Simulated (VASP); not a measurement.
Here is a VASP 6.6.1 calculation.

File POSCAR:

```
SnO
1.0
    3.2642326416      0.0000000000      0.0000000000
   -1.6321163208      2.8269083915      0.0000000000
    0.0000000000      0.0000000000     18.1762702277
Sn O
4 4
Direct
    0.0000000000      0.0000000000     -0.0027326677
    0.3333333333      0.6666666667      0.2463782473
    0.0000000000      0.0000000000      0.4972673323
    0.6666666667      0.3333333333      0.7463782473
    0.0000000000      0.0000000000      0.1902282771
    0.3333333333      0.6666666667      0.4411261433
    0.0000000000      0.0000000000      0.6902282771
    0.6666666667      0.3333333333      0.9411261433
```

INCAR.step1

```
SYSTEM = SnO
  PREC = Accurate
  ENCUT = 520
  ISMEAR = 0
  SIGMA = 0.01
  LREAL = .FALSE.
  LASPH = .TRUE.
  NELM = 60
  NBANDS = 50
  GGA = PE
  ALGO = Normal
  EDIFF = 1E-4
  LWAVE = .TRUE.
  LCHARG = .FALSE.
```

The input INCAR.step2:

```
SYSTEM = SnO
  PREC = Accurate
  ENCUT = 520
  EDIFF = 1E-6
  ISMEAR = 0
  SIGMA = 0.01
  LREAL = .FALSE.
  LASPH = .TRUE.
  NELM = 60
  ALGO = Normal
  ISIF = 2
  LWAVE = .FALSE.
  LCHARG = .FALSE.
  METAGGA = R2SCAN
  LMIXTAU = .TRUE.
  NBANDS = 50
  ISTART = 1
```

The input KPOINTS:

```
regular mesh
0
G
  9 9 2
  0 0 0
```

Potentials or basis: VASP PAW PBE potentials, release 64 (Sn_d, O).

Run with:

```bash
$ cat potpaw_PBE.64/Sn_d/POTCAR potpaw_PBE.64/O/POTCAR > POTCAR
$ cp INCAR.step1 INCAR
$ mpirun -np 1 vasp_std > vasp.out
$ cp INCAR.step2 INCAR
$ mpirun -np 1 vasp_std > vasp.out
```

Q: Predict the largest force.

A: 0.439 eV/Å.

Q: What does it give for the pressure?

A: 2.7 GPa.

Q: Predict the band gap on the k mesh.

A: 1.59 eV, indirect (least direct gap 2.04 eV).

Stress tensor (GPa, compression positive):
```
3.14 0.00 0.00
0.00 3.14 0.00
0.00 0.00 1.87
```

Caveat: the PAW data sets were made with another functional, which shifts forces and pressure a little; spin-orbit coupling is left out, which moves the levels of the heavy elements. A k mesh can miss the band edges.
